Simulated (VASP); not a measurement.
Set up this calculation in VASP 6.6.1, as the native input.

```
Task                   : single point
Functional             : PBE
Dispersion             : D3(BJ)
Potentials or basis    : VASP PAW PBE potentials, release 64 (Pt, Se)
Cutoff                 : 500 eV
k mesh                 : 10 × 8 × 6
Occupations            : gaussian, width 0.15 eV
Spin                   : no spin polarisation
Dipole correction      : no
Further INCAR settings : ALGO = Normal; EDIFF = 1e-06; NBANDS = 31
```

The structure of PtSe2 lies in POSCAR:

```
PtSe2
1.0
   -3.7715031148      0.0000000000      0.0000000000
    0.0000000000      0.0000000000     -4.8219239346
    0.0000000000     -6.5324350157      0.0000000000
Pt Se
2 4
Direct
    0.0000000000      0.0303461602     -0.0021510389
    0.5000000000     -0.0303461602      0.5021510389
    0.5000000000      0.7463346683      0.1531984896
    0.0000000000      0.7226231123      0.6801348438
    0.0000000000      0.2536653317      0.3468015104
    0.5000000000      0.2773768877      0.8198651562
```

This cell differs from its parent crystal: atoms displaced along a vibrational mode.

These files were run (other wordings do the same):

INCAR

```
ALGO = Normal ; EDIFF = 1E-6
ENCUT = 500 ; GGA = PE
GGA_COMPAT = F ; ISIF = 2
ISMEAR = 0 ; IVDW = 12
LASPH = T ; LCHARG = F
LREAL = F ; LWAVE = F
NBANDS = 31 ; NELM = 120
PREC = Accurate ; SIGMA = 0.15
```

KPOINTS

```
k-points
0
Gamma
  10 8 6
```

Potentials or basis: VASP PAW PBE potentials, release 64 (Pt, Se).

Run with:

```console
$ cat potpaw_PBE.64/Pt/POTCAR potpaw_PBE.64/Se/POTCAR > POTCAR
$ mpirun -np 1 vasp_std > vasp.out
```

Results of the run:

* Pressure: 0.0 GPa
* Largest force: 1.023 eV/Å
* Band gap on the k mesh: zero (bands 22 and 23 overlap by 0.52 eV)
* Dispersion energy per atom: -0.490 eV

Caveat: the cell differs from its parent crystal (atoms displaced along a vibrational mode); spin-orbit coupling is left out, which moves the levels of the heavy elements; forces of over 1 eV/Å act on the atoms, so gaps and moduli don't describe the material at rest.

Wall time 7.5 min on 1 thread of Oxide Virtual Turin-like Processor (shared host), peak memory 0.51 GiB.
